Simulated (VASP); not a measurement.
**AlN: single point with r2SCAN**

The system is AlN.

```
Al N
1.0
     0.00000    2.09311    2.09311
     2.09311    0.00000    2.09311
     2.09311    2.09311    0.00000
Al N
1 1
Direct
  0.50000 0.50000 0.50000
  0.00000 0.00000 0.00000
```

This cell differs from its parent crystal: functional r2SCAN, strained.

- Program: VASP 6.6.1
- Task: single point
- Functional: r2SCAN
- Potentials or basis: VASP PAW PBE potentials, release 64 (Al, N)
- Cutoff: 520 eV
- k mesh: 10 × 10 × 10
- Occupations: gaussian, width 0.02 eV
- Spin: no spin polarisation
- Dipole correction: no
- Further INCAR settings: ALGO = Normal; EDIFF = 1e-07; NBANDS = 11

* Pressure: -24.9 GPa
* Band gap on the k mesh: 4.47 eV, indirect (least direct gap 5.03 eV)

Levels at points of the mesh, in eV from the valence-band top:
```tsv
k point	band 2	band 3	band 4	band 5	band 6	band 7
(0.00, 0.00, 0.00)	0.00	0.00	0.00	5.03	12.55	12.55
(0.50, 0.00, 0.00)	-7.79	-0.97	-0.97	6.24	11.04	11.04
(0.50, 0.50, 0.00)	-6.86	-2.63	-2.63	4.47	6.13	14.07
```

It took 55 s on 1 thread of Intel Xeon 8259CL, with other jobs on the host, peak memory 0.14 GiB.

Caveat: the cell differs from its parent crystal (functional r2SCAN, strained); the PAW data sets were made with another functional, which shifts forces and pressure a little. A k mesh can miss the band edges.
